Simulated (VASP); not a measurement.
A run of VASP 6.6.1:

Contents of INCAR:

```
SYSTEM = ZnCu
PREC = Accurate
ENCUT = 520
EDIFF = 1E-7
ISMEAR = 0
SIGMA = 0.15
LREAL = .False.
LASPH = .True.
NELM = 80
ALGO = Fast
ISIF = 2
LWAVE = .False.
LCHARG = .False.
GGA = PE
NBANDS = 18
```

The input KPOINTS:

```
Automatic mesh
0
Gamma
  16 16 16
  0 0 0
```

The input POSCAR:

```
ZnCu
1.0
    3.0781644927      0.2097748927      0.2097748927
    0.2097748927      3.0781644927      0.2097748927
    0.2097748927      0.2097748927      3.0781644927
Zn Cu
1 1
Direct
    0.5000000000      0.5000000000      0.5000000000
    0.0000000000      0.0000000000      0.0000000000
```

Potentials or basis: VASP PAW PBE potentials, release 64 (Zn, Cu).

Launch:

```bash
$ cat potpaw_PBE.64/Zn/POTCAR potpaw_PBE.64/Cu/POTCAR > POTCAR
$ mpirun -np 1 vasp_std > vasp.out
```

Hardware: 1 thread of Oxide Virtual Turin-like Processor, on a shared host.

Task: How long does it take, and how much memory?

Result: Run time: 3.1 min on 1 thread of Oxide Virtual Turin-like Processor, on a shared host, peak memory 0.29 GiB. Counts: scf iterations 18, k points 417.
